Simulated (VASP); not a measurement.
# MgSe2 (P4_2/mnm) in VASP: notebook

Runs on MgSe2. Level: PBEsol. Tasks: single point, relaxation of cell and atoms.

All numbers are computed with VASP 6.6.1; they aren't measurements. Logs are shortened: lines on timing, memory, paths and dates and some standing lists are left out, and cuts for length are marked.

## (1) The cell of the first run

It takes space group P4_2/mnm (No. 136, tetragonal). Conventional cell: a = 6.088 Å, b = 6.088 Å, c = 3.928 Å, α = 90.00°, β = 90.00°, γ = 90.00°. Mg (site symmetry mmm) has 6 Se at 2.54 to 2.64 Å within 3.4 Å. Se (site symmetry m2m) has 3 Mg at 2.54 to 2.64 Å within 3.4 Å.

## (2) Single point, PBEsol

INCAR

```
SYSTEM = MgSe2
PREC = Accurate ; ENCUT = 520
EDIFF = 1E-6 ; ISMEAR = -1
SIGMA = 0.03 ; LREAL = .False.
LASPH = .True. ; NELM = 100
ALGO = Normal ; ISIF = 2
LWAVE = .False. ; LCHARG = .False.
GGA = PS ; NBANDS = 23
```

KPOINTS

```
regular mesh
0
Gamma
  4 4 6
  0 0 0
```

POSCAR

```
MgSe2
1.0
    6.0876104466      0.0000000000      0.0000000000
    0.0000000000      6.0876104466      0.0000000000
    0.0000000000      0.0000000000      3.9279158134
Mg Se
2 4
Direct
    0.5000000000      0.5000000000      0.5000000000
    0.0000000000      0.0000000000      0.0000000000
    0.7049198249      0.7049198249      0.0000000000
    0.7950801751      0.2049198249      0.5000000000
    0.2950801751      0.2950801751      0.0000000000
    0.2049198249      0.7950801751      0.5000000000
```

Potentials or basis: VASP PAW PBE potentials, release 64 (Mg, Se).

Launch:

```console
$ cat potpaw_PBE.64/Mg/POTCAR potpaw_PBE.64/Se/POTCAR > POTCAR
$ mpirun -np 1 vasp_std > vasp.out
```

OUTCAR:

```text
SYSTEM = MgSe2
   PREC = Accurate
   ENCUT = 520
   EDIFF = 1E-6
   ISMEAR = -1
   LREAL = .False.
   LASPH = .True.
   NELM = 100
   ISIF = 2
   GGA = PS

 ion  position               nearest neighbor table
   1  0.500  0.500  0.500-   4 2.54   6 2.54   5 2.64   3 2.64   3 2.64   5 2.64
   2  0.000  0.000  0.000-   3 2.54   5 2.54   4 2.64   6 2.64   4 2.64   6 2.64
   3  0.705  0.705  0.000-   2 2.54   1 2.64   1 2.64
   4  0.795  0.205  0.500-   1 2.54   2 2.64   2 2.64
   5  0.295  0.295  0.000-   2 2.54   1 2.64   1 2.64
   6  0.205  0.795  0.500-   1 2.54   2 2.64   2 2.64

  LATTYP: Found a simple tetragonal cell.
 ALAT       =     6.0876104466
 C/A-ratio  =     0.6452311375

  Lattice vectors:

 A1 = (   6.0876104466,   0.0000000000,   0.0000000000)
 A2 = (   0.0000000000,   6.0876104466,   0.0000000000)
 A3 = (   0.0000000000,   0.0000000000,   3.9279158134)

Analysis of symmetry for initial positions (statically):
=====================================================================
 Subroutine PRICEL returns:
 Original cell was already a primitive cell.

 Routine SETGRP: Setting up the symmetry group for a
 simple tetragonal supercell.

 Subroutine GETGRP returns: Found 16 space group operations
 (whereof  8 operations were pure point group operations)
 out of a pool of 16 trial point group operations.

The static configuration has the point symmetry D_2h.
 The point group associated with its full space group is D_4h.

Analysis of symmetry for dynamics (positions and initial velocities):
=====================================================================
 Subroutine PRICEL returns:
 Original cell was already a primitive cell.

 Routine SETGRP: Setting up the symmetry group for a
 simple tetragonal supercell.

 Subroutine GETGRP returns: Found 16 space group operations
 (whereof  8 operations were pure point group operations)
 out of a pool of 16 trial point group operations.

The dynamic configuration has the point symmetry D_2h.
 The point group associated with its full space group is D_4h.

 Subroutine INISYM returns: Found 16 space group operations
 (whereof  8 operations are pure point group operations),
 and found     1 'primitive' translations

----------------------------------------------------------------------------------------

                                     Primitive cell

  volume of cell :     145.5646

  direct lattice vectors                    reciprocal lattice vectors
     6.087610447  0.000000000  0.000000000     0.164268067  0.000000000  0.000000000
     0.000000000  6.087610447  0.000000000     0.000000000  0.164268067  0.000000000
     0.000000000  0.000000000  3.927915813     0.000000000  0.000000000  0.254587941

  length of vectors
     6.087610447  6.087610447  3.927915813     0.164268067  0.164268067  0.254587941

  position of ions in fractional coordinates (direct lattice)
     0.500000000  0.500000000  0.500000000
     0.000000000  0.000000000  0.000000000
     0.704919825  0.704919825  0.000000000
     0.795080175  0.204919825  0.500000000
     0.295080175  0.295080175  0.000000000
     0.204919825  0.795080175  0.500000000

  ion indices of the primitive-cell ions
   primitive index   ion index
                 1           1
                 2           2
                 3           3
                 4           4
                 5           5
                 6           6

----------------------------------------------------------------------------------------

 KPOINTS: regular mesh

Automatic generation of k-mesh.
 Grid dimensions read from file:
 generate k-points for:    4    4    6

 Generating k-lattice:

  Cartesian coordinates                     Fractional coordinates (reciprocal lattice)
     0.041067017  0.000000000  0.000000000     0.250000000  0.000000000  0.000000000
     0.000000000  0.041067017  0.000000000     0.000000000  0.250000000  0.000000000
     0.000000000  0.000000000  0.042431324     0.000000000  0.000000000  0.166666667

  Length of vectors
     0.041067017  0.041067017  0.042431324

  Shift w.r.t. Gamma in fractional coordinates (k-lattice)
     0.000000000  0.000000000  0.000000000

 Subroutine IBZKPT returns following result:
 ===========================================

 Found     24 irreducible k-points:

 Following reciprocal coordinates:
            Coordinates               Weight
  0.000000  0.000000  0.000000      1.000000
  0.250000  0.000000  0.000000      4.000000
  0.500000  0.000000  0.000000      2.000000
  0.250000  0.250000  0.000000      4.000000
  0.500000  0.250000  0.000000      4.000000
  0.500000  0.500000  0.000000      1.000000
[... 16 lines left out ...]
  0.500000  0.250000  0.500000      4.000000
  0.500000  0.500000  0.500000      1.000000
   k-points           NKPTS =     24   k-points in BZ     NKDIM =     24   number of bands    NBANDS=     23
   number of dos      NEDOS =    301   number of ions     NIONS =      6
   total plane-waves  NPLWV =  69120
   dimension x,y,z NGX =    48 NGY =   48 NGZ =   30
   dimension x,y,z NGXF=    96 NGYF=   96 NGZF=   60
   ions per type =               2   4
   NGX,Y,Z   is equivalent  to a cutoff of  13.11, 13.11, 12.70 a.u.
   NGXF,Y,Z  is equivalent  to a cutoff of  26.22, 26.22, 25.39 a.u.
 SYSTEM =  MgSe2
   PREC   = accura    normal or accurate (medium, high low for compatibility)
   ISTART =      0    job   : 0-new  1-cont  2-samecut
   ICHARG =      2    charge: 1-file 2-atom 10-const
   ISPIN  =      1    spin polarized calculation?
   LNONCOLLINEAR =      F non collinear calculations
   LSORBIT =      F    spin-orbit coupling
   LASPH  =      T    aspherical Exc in radial PAW
   ENCUT  =  520.0 eV  38.22 Ry    6.18 a.u.  11.32 11.32  7.30*2*pi/ulx,y,z
   NELM   =    100;   NELMIN=  2; NELMDL= -5     # of ELM steps
   EDIFF  = 0.1E-05   stopping-criterion for ELM
   LREAL  =      F    real-space projection
   EDIFFG = 0.1E-04   stopping-criterion for IOM
   NSW    =      0    number of steps for IOM
   IBRION =     -1    ionic relax: 0-MD 1-quasi-New 2-CG
   NFREE  =      0    steps in history (QN), initial steepest desc. (CG)
   ISIF   =      2    stress and relaxation
   ISYM   =      2    0-nonsym 1-usesym 2-fastsym
   POTIM  = 0.5000    time-step for ionic-motion
   TEBEG  =    0.0;   TEEND  =   0.0 temperature during run
   PSTRESS=    0.0 pullay stress
   NELECT =      28.0000    total number of electrons
   NUPDOWN=      -1.0000    fix difference up-down
   EMIN   =  10.00;   EMAX   =-10.00  energy-range for DOS
   EFERMI =   0.00;   METHOD = LEGACY
   ISMEAR =    -1;   SIGMA  =   0.03  broadening in eV -4-tet -1-fermi 0-gaus
   EFERMI_NEDOS =   21; number of points for ismear=-14 and -15
   IALGO  =     38    algorithm
   IMIX   =      4    mixing-type and parameters
     AMIX     =   0.40;   BMIX     =  1.00
     AMIX_MAG =   1.60;   BMIX_MAG =  1.00
  volume/ion in A,a.u.               =      24.26       163.72
  Fermi-wavevector in a.u.,A,eV,Ry     =   0.945023  1.785834 12.150925  0.893068
  Thomas-Fermi vector in A             =   2.072884
   LORBIT       =      0    0 simple, 1 ext, 2 COOP (PROOUT), +10 PAW based schemes
   GGA     = PS    functional components
   LHFCALC =     F    Hartree Fock is set to
   AEXX    =    0.0000 exact exchange contribution
   IVDW    =     0    specifies the selected vdW correction
   LEPSILON=     F    determine dielectric tensor
   LRPA    =     F    only Hartree local field effects (RPA)
 non-spin polarized calculation
  energy-cutoff  :      520.00
  volume of cell :      145.56
 maximum number of plane-waves:      3995
 NGX is ok and might be reduce to    48
   NGX = 23   NGY = 23   NGZ = 15

 number of electron      28.0000000 magnetization

 Free energy of the ion-electron system (eV)
  ---------------------------------------------------
  ext. energy  EPLUGINS =         0.00000000
  ---------------------------------------------------
  free energy    TOTEN  =       -20.36738460 eV

  energy without entropy =      -20.35395564  energy(sigma->0) =      -20.36067012

 E-fermi :   1.7486     XC(G=0):  -9.1283

 val. band max:        1.7468672397   @ k =   0.2500   0.0000   0.3333
 cond. band min:       1.7861599859   @ k =   0.5000   0.5000   0.1667
 fundamental gap:      0.0392927462
 Fermi energy:         1.7486455690

 k-point     1 :       0.0000    0.0000    0.0000
  band No.  band energies     occupation
      1     -11.2189      2.00000
      2      -9.9668      2.00000
      3      -9.9668      2.00000
      4      -9.5370      2.00000
      5      -3.1889      2.00000
      6      -1.3573      2.00000
[... 15 lines left out ...]
     22       8.3038      0.00000
     23      10.5934      0.00000

 k-point     2 :       0.2500    0.0000    0.0000
  band No.  band energies     occupation
      1     -11.0804      2.00000
      2     -10.2297      2.00000
      3      -9.8928      2.00000
      4      -9.5624      2.00000
      5      -2.8794      2.00000
      6      -1.3239      2.00000
[... 15 lines left out ...]
     22       8.5953      0.00000
     23      10.2273      0.00000

 k-point     3 :       0.5000    0.0000    0.0000
  band No.  band energies     occupation
      1     -10.7041      2.00000
      2     -10.7041      2.00000
      3      -9.7153      2.00000
      4      -9.7153      2.00000
      5      -2.1775      2.00000
      6      -2.1775      2.00000
[... 15 lines left out ...]
     22       8.4269      0.00000
     23       9.3493      0.00000
[... 495 lines left out ...]
 k-point    23 :       0.5000    0.2500    0.5000
  band No.  band energies     occupation
      1     -10.0764      2.00000
      2     -10.0764      2.00000
      3      -9.8014      2.00000
      4      -9.8014      2.00000
      5      -2.5369      2.00000
      6      -2.5369      2.00000
[... 15 lines left out ...]
     22       9.2453      0.00000
     23       9.5036      0.00000

 k-point    24 :       0.5000    0.5000    0.5000
  band No.  band energies     occupation
      1     -10.0659      2.00000
      2     -10.0659      2.00000
      3      -9.8000      2.00000
      4      -9.8000      2.00000
      5      -2.7947      2.00000
      6      -2.7947      2.00000
[... 15 lines left out ...]
     22       8.1040      0.00000
     23       9.0072      0.00000

------------------------ aborting loop because EDIFF is reached ----------------------------------------

  FORCE on cell =-STRESS in cart. coord.  units (eV):
  Direction    XX          YY          ZZ          XY          YZ          ZX
  --------------------------------------------------------------------------------------
  -------------------------------------------------------------------------------------
  Total       -0.0371323     -0.0371323     -0.0312919      0.0000000      0.0000000      0.0000000
  in kB       -0.4087023     -0.4087023     -0.3444182      0.0000000      0.0000000      0.0000000
  external PRESSURE =      -0.3872743 kB  Pullay stress =       0.0000000 kB

 VOLUME and BASIS-vectors are now :
 -----------------------------------------------------------------------------
  energy-cutoff  :      520.00
  volume of cell :      145.56
      direct lattice vectors                 reciprocal lattice vectors
     6.087610447  0.000000000  0.000000000     0.164268067  0.000000000  0.000000000
     0.000000000  6.087610447  0.000000000     0.000000000  0.164268067  0.000000000
     0.000000000  0.000000000  3.927915813     0.000000000  0.000000000  0.254587941

 POSITION                                       TOTAL-FORCE (eV/Angst)
 -----------------------------------------------------------------------------------
      3.04381      3.04381      1.96396        -0.000000      0.000000     -0.000000
      0.00000      0.00000      0.00000        -0.000000      0.000000     -0.000000
      4.29128      4.29128      0.00000        -0.000954     -0.000954     -0.000000
      4.84014      1.24747      1.96396         0.000954     -0.000954     -0.000000
      1.79633      1.79633      0.00000         0.000954      0.000954      0.000000
      1.24747      4.84014      1.96396        -0.000954      0.000954     -0.000000
 -----------------------------------------------------------------------------------
    total drift:                               -0.000000      0.000000     -0.000000

  FREE ENERGIE OF THE ION-ELECTRON SYSTEM (eV)
  ---------------------------------------------------
  free  energy   TOTEN  =       -20.3673845960 eV

  energy  without entropy=      -20.3539556422  energy(sigma->0) =      -20.36067012
```

Run time: 29 s. Hardware: 1 thread of Intel Xeon 6975P-C (Granite Rapids), shared host; peak memory 0.26 GiB.

What came out:

| Quantity | Value |
| --- | --- |
| Free energy | -20.3674 eV |
| Pressure | 0.0 GPa |
| Band gap on the k mesh | zero (band 14 reaches 2.50 eV, above the bottom of band 15 at 1.04 eV) |

Caveat: the PAW data sets were made with another functional, which shifts forces and pressure a little.

(Continued in part 2 of 2.)
